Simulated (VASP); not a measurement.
**MnO2: single point with PBE+U**

MnO2:

```xyz
6
Lattice="4.3306 0.0000 0.0000 0.0000 4.4623 0.0000 0.0000 0.0000 2.8625" Properties=species:S:1:pos:R:3 pbc="T T T"
Mn    0.0000    0.0000    0.0000
Mn    2.1653    2.2312    1.4312
O     3.4039    0.7900    1.4312
O     3.0920    3.0212    0.0000
O     1.2386    1.4412    0.0000
O     0.9267    3.6723    1.4312
```

```json
{
  "Program": "VASP 6.6.1",
  "Task": "single point",
  "Functional": "PBE",
  "Potentials or basis": "VASP PAW PBE potentials, release 64 (Mn_pv, O)",
  "Cutoff": "520 eV",
  "k mesh": "8 × 8 × 12",
  "Occupations": "gaussian, width 0.05 eV",
  "Spin": "collinear spin, ferromagnetic start",
  "Starting moments": "[4.0, 4.0, 0.0, 0.0, 0.0, 0.0] μB",
  "Hubbard terms": "Mn d U = 3.0 eV",
  "Dipole correction": "no",
  "Further INCAR settings": "ALGO = Normal; EDIFF = 1e-06; NBANDS = 38"
}
```

```
Pressure                                              : 10.9 GPa
Largest force                                         : 0.112 eV/Å
Band gap on the k mesh                                : 0.04 eV
Net moment                                            : 6.00 μB per cell
Site moments                                          : Mn +2.95; O -0.01 μB
Valence electrons inside the program's atomic spheres : Mn 11.68; O 5.05
```

Forces in eV/Å, atoms in the order of the input:
```
Mn   0.000  0.000  0.000
Mn   0.000  0.000  0.000
O   -0.112  0.005  0.000
O    0.112  0.005  0.000
O   -0.112 -0.005  0.000
O    0.112 -0.005  0.000
```

Stress tensor (GPa, compression positive):
```
 9.68  0.00  0.00
 0.00  9.59  0.00
 0.00  0.00 13.46
```

Levels at points of the mesh, in eV from the valence-band top:
Spin up:
```tsv
k point	band 24	band 25	band 26	band 27	band 28	band 29	band 30	band 31	band 32	band 33
(0.00, 0.00, 0.00)	-1.10	-0.90	-0.60	-0.54	-0.13	0.04	3.03	3.06	3.63	8.18
(0.50, 0.00, 0.00)	-1.53	-1.42	-1.42	-0.51	-0.51	2.54	2.54	2.83	2.83	10.52
(0.00, 0.50, 0.00)	-1.44	-1.25	-1.25	-0.96	-0.96	2.41	2.41	2.86	2.86	10.63
(0.50, 0.50, 0.00)	-1.99	-1.57	-1.57	-0.07	-0.07	1.64	1.64	2.99	2.99	11.85
(0.00, 0.00, 0.50)	-2.74	-1.29	-1.29	-0.24	-0.24	1.52	1.52	2.05	2.05	13.00
(0.50, 0.00, 0.50)	-3.07	-1.13	-1.13	-0.40	-0.40	0.43	0.43	3.54	3.54	12.77
(0.00, 0.50, 0.50)	-3.08	-1.51	-1.51	-0.28	-0.28	0.62	0.62	3.59	3.59	12.90
(0.50, 0.50, 0.50)	-2.51	-0.74	-0.74	-0.58	-0.58	2.08	2.08	2.22	2.22	12.20
```
Spin down:
| k point | band 20 | band 21 | band 22 | band 23 | band 24 | band 25 |
| --- | --- | --- | --- | --- | --- | --- |
| (0.00, 0.00, 0.00) | -0.51 | -0.45 | 0.00 | 1.53 | 1.68 | 1.91 |
| (0.50, 0.00, 0.00) | -2.28 | -0.61 | -0.61 | 2.14 | 2.14 | 2.52 |
| (0.00, 0.50, 0.00) | -2.34 | -0.81 | -0.81 | 2.12 | 2.12 | 2.52 |
| (0.50, 0.50, 0.00) | -2.06 | -1.54 | -1.54 | 1.45 | 1.45 | 1.93 |
| (0.00, 0.00, 0.50) | -2.54 | -1.81 | -1.81 | 2.55 | 2.55 | 2.65 |
| (0.50, 0.00, 0.50) | -2.48 | -0.91 | -0.91 | 1.67 | 1.67 | 2.47 |
| (0.00, 0.50, 0.50) | -2.12 | -1.32 | -1.32 | 1.59 | 1.59 | 2.52 |
| (0.50, 0.50, 0.50) | -1.23 | -1.00 | -1.00 | 2.34 | 2.34 | 2.67 |

Eigenvalues of the final occupation matrices:
| site | spin | trace | eigenvalues |
| --- | --- | --- | --- |
| site 1 d | 1 | 3.89 | 0.50 0.51 0.95 0.96 0.97 |
| site 1 d | 2 | 0.99 | 0.08 0.12 0.13 0.32 0.35 |
| site 2 d | 1 | 3.89 | 0.50 0.51 0.95 0.96 0.97 |
| site 2 d | 2 | 0.99 | 0.08 0.12 0.13 0.32 0.35 |

Wall time 12 min on 1 thread of Oxide Virtual Turin-like Processor, with other jobs on the host, peak memory 0.52 GiB.

Caveat: the cell stands under pressure; only a ferromagnetic start was run, and an antiferromagnetic order may lie lower in energy. The state reached can hang on the start; a lower one may exist.
